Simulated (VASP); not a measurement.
# LiH (Fm-3m) in VASP: G0W0 quasiparticle levels with PBE

Aim: the G0W0 quasiparticle levels of LiH with PBE.

Everything below comes from runs of VASP 6.6.1. Logs are shortened: lines on timing, memory, paths and dates and some standing lists are left out, and cuts for length are marked.

## (1) The cell of the first run

Symmetry: Fm-3m, No. 225, cubic system. Conventional cell: a = 4.006 Å, b = 4.006 Å, c = 4.006 Å, α = 90.00°, β = 90.00°, γ = 90.00°. Within 2.7 Å of Li (site symmetry m-3m) lie 6 H at 2.00 Å. H (site symmetry m-3m) has 6 Li at 2.00 Å within 2.7 Å.

## (2) G0W0 quasiparticle levels, PBE

Input file POSCAR:

```
LiH
1.0
    0.0000000000      2.0029948666      2.0029948666
    2.0029948666      0.0000000000      2.0029948666
    2.0029948666      2.0029948666      0.0000000000
Li H
1 1
Direct
    0.0000000000      0.0000000000      0.0000000000
    0.5000000000      0.5000000000      0.5000000000
```

Input file INCAR.step1:

```
SYSTEM = LiH
PREC = Accurate
ENCUT = 500
EDIFF = 1E-8
ISMEAR = 0
SIGMA = 0.01
LREAL = .FALSE.
LASPH = .TRUE.
NELM = 60
ALGO = Normal
LWAVE = .TRUE.
LCHARG = .FALSE.
GGA = PE
```

Input file INCAR.step2:

```
SYSTEM = LiH
PREC = Accurate
ENCUT = 500
EDIFF = 1E-8
ISMEAR = 0
SIGMA = 0.01
LREAL = .FALSE.
LASPH = .TRUE.
NELM = 1
ALGO = Exact
LWAVE = .TRUE.
LCHARG = .FALSE.
GGA = PE
NBANDS = 48
LOPTICS = .TRUE.
ISTART = 1
```

Input file INCAR.step3:

```
SYSTEM = LiH
PREC = Accurate
ENCUT = 500
EDIFF = 1E-8
ISMEAR = 0
SIGMA = 0.01
LREAL = .FALSE.
LASPH = .TRUE.
ALGO = EVGW0
LWAVE = .FALSE.
LCHARG = .FALSE.
GGA = PE
NELMGW = 1
NBANDS = 48
ENCUTGW = 120.0
NOMEGA = 96
PRECFOCK = Fast
ISTART = 1
NBANDSGW = 9
OMEGAMAX = 20
```

Input file KPOINTS:

```
regular mesh
0
G
  6 6 6
  0 0 0
```

Potentials or basis: VASP PAW PBE potentials, release 64 (Li_GW, H_GW).

Started as:

```bash
cat potpaw_PBE.64/Li_GW/POTCAR potpaw_PBE.64/H_GW/POTCAR > POTCAR
cp INCAR.step1 INCAR
mpirun -np 1 vasp_std > vasp.out
cp INCAR.step2 INCAR
mpirun -np 1 vasp_std > vasp.out
cp INCAR.step3 INCAR
mpirun -np 1 vasp_std > vasp.out
```

OUTCAR:

```text
SYSTEM = LiH
   PREC = Accurate
   ENCUT = 500
   EDIFF = 1E-8
   ISMEAR = 0
   LREAL = .FALSE.
   LASPH = .TRUE.
   GGA = PE
   NELMGW = 1
   ENCUTGW = 120.0
   PRECFOCK = Fast
   ISTART = 1

 ion  position               nearest neighbor table
   1  0.000  0.000  0.000-   2 2.00   2 2.00   2 2.00   2 2.00   2 2.00   2 2.00
   2  0.500  0.500  0.500-   1 2.00   1 2.00   1 2.00   1 2.00   1 2.00   1 2.00

  LATTYP: Found a face centered cubic cell.
 ALAT       =     4.0059897332

  Lattice vectors:

 A1 = (   0.0000000000,   2.0029948666,   2.0029948666)
 A2 = (   2.0029948666,   0.0000000000,   2.0029948666)
 A3 = (   2.0029948666,   2.0029948666,   0.0000000000)

Analysis of symmetry for initial positions (statically):
=====================================================================
 Subroutine PRICEL returns:
 Original cell was already a primitive cell.

 Routine SETGRP: Setting up the symmetry group for a
 face centered cubic supercell.

 Subroutine GETGRP returns: Found 48 space group operations
 (whereof 48 operations were pure point group operations)
 out of a pool of 48 trial point group operations.

The static configuration has the point symmetry O_h .

Analysis of symmetry for dynamics (positions and initial velocities):
=====================================================================
 Subroutine PRICEL returns:
 Original cell was already a primitive cell.

 Routine SETGRP: Setting up the symmetry group for a
 face centered cubic supercell.

 Subroutine GETGRP returns: Found 48 space group operations
 (whereof 48 operations were pure point group operations)
 out of a pool of 48 trial point group operations.

The dynamic configuration has the point symmetry O_h .

 Subroutine INISYM returns: Found 48 space group operations
 (whereof 48 operations are pure point group operations),
 and found     1 'primitive' translations

----------------------------------------------------------------------------------------

                                     Primitive cell

  volume of cell :      16.0720

  direct lattice vectors                    reciprocal lattice vectors
     0.000000000  2.002994867  2.002994867    -0.249626201  0.249626201  0.249626201
     2.002994867  0.000000000  2.002994867     0.249626201 -0.249626201  0.249626201
     2.002994867  2.002994867  0.000000000     0.249626201  0.249626201 -0.249626201

  length of vectors
     2.832662506  2.832662506  2.832662506     0.432365264  0.432365264  0.432365264

  position of ions in fractional coordinates (direct lattice)
     0.000000000  0.000000000  0.000000000
     0.500000000  0.500000000  0.500000000

  ion indices of the primitive-cell ions
   primitive index   ion index
                 1           1
                 2           2

----------------------------------------------------------------------------------------

 KPOINTS: regular mesh

Automatic generation of k-mesh.
 Grid dimensions read from file:
 generate k-points for:    6    6    6

 Generating k-lattice:

  Cartesian coordinates                     Fractional coordinates (reciprocal lattice)
    -0.041604367  0.041604367  0.041604367     0.166666667  0.000000000  0.000000000
     0.041604367 -0.041604367  0.041604367     0.000000000  0.166666667  0.000000000
     0.041604367  0.041604367 -0.041604367     0.000000000  0.000000000  0.166666667

  Length of vectors
     0.072060877  0.072060877  0.072060877

  Shift w.r.t. Gamma in fractional coordinates (k-lattice)
     0.000000000  0.000000000  0.000000000

 Subroutine IBZKPT returns following result:
 ===========================================

 Found     16 irreducible k-points:

 Following reciprocal coordinates:
            Coordinates               Weight
  0.000000  0.000000  0.000000      1.000000
  0.166667  0.000000  0.000000      8.000000
  0.333333  0.000000  0.000000      8.000000
  0.500000  0.000000  0.000000      4.000000
  0.166667  0.166667  0.000000      6.000000
  0.333333  0.166667  0.000000     24.000000
[... 8 lines left out ...]
 -0.333333  0.333333  0.166667     24.000000
 -0.333333  0.500000  0.166667     12.000000
   k-points           NKPTS =     16   k-points in BZ     NKDIM =    216   number of bands    NBANDS=     48
   number of dos      NEDOS =    301   number of ions     NIONS =      2
   total plane-waves  NPLWV =  13824
   dimension x,y,z NGX =    24 NGY =   24 NGZ =   24
   dimension x,y,z NGXF=    48 NGYF=   48 NGZF=   48
   ions per type =               1   1
   NGX,Y,Z   is equivalent  to a cutoff of  14.09, 14.09, 14.09 a.u.
   NGXF,Y,Z  is equivalent  to a cutoff of  28.17, 28.17, 28.17 a.u.
 SYSTEM =  LiH
   PREC   = accura    normal or accurate (medium, high low for compatibility)
   ISTART =      1    job   : 0-new  1-cont  2-samecut
   ICHARG =      0    charge: 1-file 2-atom 10-const
   ISPIN  =      1    spin polarized calculation?
   LNONCOLLINEAR =      F non collinear calculations
   LSORBIT =      F    spin-orbit coupling
   LASPH  =      T    aspherical Exc in radial PAW
   ENCUT  =  500.0 eV  36.75 Ry    6.06 a.u.   5.16  5.16  5.16*2*pi/ulx,y,z
   NELM   =     60;   NELMIN=  2; NELMDL=  0     # of ELM steps
   EDIFF  = 0.1E-07   stopping-criterion for ELM
   LREAL  =      F    real-space projection
   EDIFFG = 0.1E-06   stopping-criterion for IOM
   NSW    =      0    number of steps for IOM
   IBRION =     -1    ionic relax: 0-MD 1-quasi-New 2-CG
   NFREE  =      0    steps in history (QN), initial steepest desc. (CG)
   ISIF   =      0    stress and relaxation
   ISYM   =      3    0-nonsym 1-usesym 2-fastsym
   POTIM  = 0.5000    time-step for ionic-motion
   TEBEG  =    0.0;   TEEND  =   0.0 temperature during run
   PSTRESS=    0.0 pullay stress
   NELECT =       2.0000    total number of electrons
   NUPDOWN=      -1.0000    fix difference up-down
   EMIN   =  10.00;   EMAX   =-10.00  energy-range for DOS
   EFERMI =   0.00;   METHOD = LEGACY
   ISMEAR =     0;   SIGMA  =   0.01  broadening in eV -4-tet -1-fermi 0-gaus
   EFERMI_NEDOS =   21; number of points for ismear=-14 and -15
   IALGO  =     38    algorithm
   IMIX   =      4    mixing-type and parameters
     AMIX     =   0.40;   BMIX     =  1.00
     AMIX_MAG =   1.60;   BMIX_MAG =  1.00
  volume/ion in A,a.u.               =       8.04        54.23
  Fermi-wavevector in a.u.,A,eV,Ry     =   0.817325  1.544521  9.088975  0.668021
  Thomas-Fermi vector in A             =   1.927753
   LORBIT       =      0    0 simple, 1 ext, 2 COOP (PROOUT), +10 PAW based schemes
   GGA     = PE    functional components
   LHFCALC =     T    Hartree Fock is set to
   PRECFOCK=fast      Normal, Fast or Accurate (Low or Medium for compatibility)
   ENCUT4O =  -1.0   cutoff for four orbital integrals eV
   NKREDX  =     1    reduce k-point grid by
   NKREDY  =     1    reduce k-point grid by
   NKREDZ  =     1    reduce k-point grid by
   AEXX    =    1.0000 exact exchange contribution
   HFSCREEN=    0.0000 screening length (either q_TF or 0.3 A-1)
   HFSCREENC=   0.0000 screening length for correlation (either q_TF or 0.3 A-1)
   ENCUTFOCK=  -1.0 apply spherical cutoff to Coloumb kernel
   IVDW    =     0    specifies the selected vdW correction
   LEPSILON=     F    determine dielectric tensor
   LRPA    =     F    only Hartree local field effects (RPA)
   LRPAFORCE           =     F    calculate RPA forces
   ENCUTGW             = 120.0    cutoff for response function in eV
   ENCUTGWSOFT         =  96.0    soft cutoff for Coulomb kernel in GW response function in eV
   ENCUTLF             =  -1.0    cutoff for local field effects
   NELMGW              =     1    number of iterations in solving QP/BSE equation
   NELMHF              =     1    number of iterations in the inner HF iteration
   NKREDLFX            =     1    NKREDLFY  =   1   NKREDLFZ  =   1
 non-spin polarized calculation
 Gauss-broadening in eV      SIGMA  =   0.01
  energy-cutoff  :      500.00
  volume of cell :       16.07
 maximum number of plane-waves:       419
 NGX is ok and might be reduce to    24
  NGX = 12; NGY = 12; NGZ = 12
   NGX = 11   NGY = 11   NGZ = 11
 maximum number of plane-waves:        59

 QP shifts <psi_nk| G(iteration)W_0 |psi_nk>: iteration 1
 for sc-GW calculations column KS-energies equals QP-energies in previous step
 and V_xc(KS)=  KS-energies - (<T + V_ion + V_H > + <T+V_H+V_ion>^1  + <V_x>^1)

 k-point   1 :       0.0000    0.0000    0.0000
  band No.  KS-energies  QP-energies   sigma(KS)   V_xc(KS)     V^pw_x(r,r')   Z            occupation Imag(sigma)

      1      -8.1227      -9.5810     -11.5075      -9.3464     -15.1925       0.6748       2.0000       0.1956
      2      13.4616      14.0982     -10.3444     -11.2950      -4.1575       0.6697       0.0000      -0.9024
      3      15.2650      16.2869      -6.5743      -7.9603      -1.3782       0.7373       0.0000      -0.5413
      4      15.2650      16.2869      -6.5743      -7.9603      -1.3782       0.7373       0.0000      -0.5413
      5      15.2650      16.2869      -6.5743      -7.9603      -1.3782       0.7373       0.0000      -0.5413
      6      19.9911      20.4652      -6.7962      -7.2613      -1.1017       1.0194       0.0000      -2.2543
      7      19.9911      20.4652      -6.7962      -7.2613      -1.1017       1.0194       0.0000      -2.2543
      8      19.9911      20.4652      -6.7962      -7.2613      -1.1017       1.0194       0.0000      -2.2543
      9      21.6376      22.2711      -6.0020      -6.7656      -0.8191       0.8297       0.0000      -1.8242

 k-point   2 :       0.1667    0.0000    0.0000
  band No.  KS-energies  QP-energies   sigma(KS)   V_xc(KS)     V^pw_x(r,r')   Z            occupation Imag(sigma)

      1      -7.6304      -9.0694     -11.5313      -9.4062     -14.9707       0.6771       2.0000       0.1604
      2       9.8594      10.5349      -7.8947      -8.8072      -2.8688       0.7403       0.0000      -0.3630
      3      13.4107      14.0702      -8.7364      -9.6575      -2.9202       0.7159       0.0000      -0.8494
      4      14.4385      15.3400      -6.5843      -7.7875      -1.3698       0.7492       0.0000      -0.5864
      5      14.4385      15.3400      -6.5843      -7.7875      -1.3698       0.7492       0.0000      -0.5864
      6      19.9232      20.6357      -6.3818      -7.2566      -0.9259       0.8145       0.0000      -1.5747
      7      21.2446      22.2479      -6.5617      -7.6747      -1.1434       0.9013       0.0000      -1.9604
      8      21.2446      22.2479      -6.5617      -7.6747      -1.1434       0.9013       0.0000      -1.9604
      9      22.9311      24.1374      -6.7474      -8.0466      -1.4794       0.9285       0.0000      -2.2629
[... 170 lines left out ...]
 k-point  16 :      -0.3333    0.5000    0.1667
  band No.  KS-energies  QP-energies   sigma(KS)   V_xc(KS)     V^pw_x(r,r')   Z            occupation Imag(sigma)

      1      -2.8279      -4.1032     -12.8850     -11.1913     -14.5775       0.7530       2.0000       0.0482
      2       1.3446       1.9919      -6.5949      -7.4174      -3.0939       0.7869       0.0000      -0.0656
      3       4.3689       5.0664      -6.5464      -7.4602      -2.4816       0.7633       0.0000      -0.0915
      4       8.9006       9.5501      -6.8556      -7.7334      -2.1470       0.7399       0.0000      -0.2350
      5      14.8843      15.6669      -7.3811      -8.4550      -1.7575       0.7288       0.0000      -0.7487
      6      17.2159      17.6563      -6.7222      -7.2946      -1.1716       0.7695       0.0000      -1.4710
      7      26.3530      27.6297      -5.9529      -7.3493      -0.8126       0.9143       0.0000      -2.1820
      8      26.5846      28.3080      -6.6535      -8.5734      -1.4332       0.8976       0.0000      -2.3150
      9      33.1061      35.7000      -5.9039      -8.9966      -1.1306       0.8387       0.0000      -2.1412
```

Run time: 2.6 min. Hardware: 1 thread of AMD EPYC 7R43 (Zen 3), shared host; peak memory 0.21 GiB.

What came out:

| Item | Value |
| --- | --- |
| Quasiparticle gap | 4.87 eV |
| Least direct quasiparticle gap | 4.87 eV |
| Band gap of the starting levels on the mesh | 2.98 eV |
| Least direct gap of the starting levels on the mesh | 2.98 eV |

Caveat: the k points lie up to 0.45 Å⁻¹ apart; bands, screening cutoff and mesh are small and nothing is extrapolated, so the quasiparticle values aren't converged.
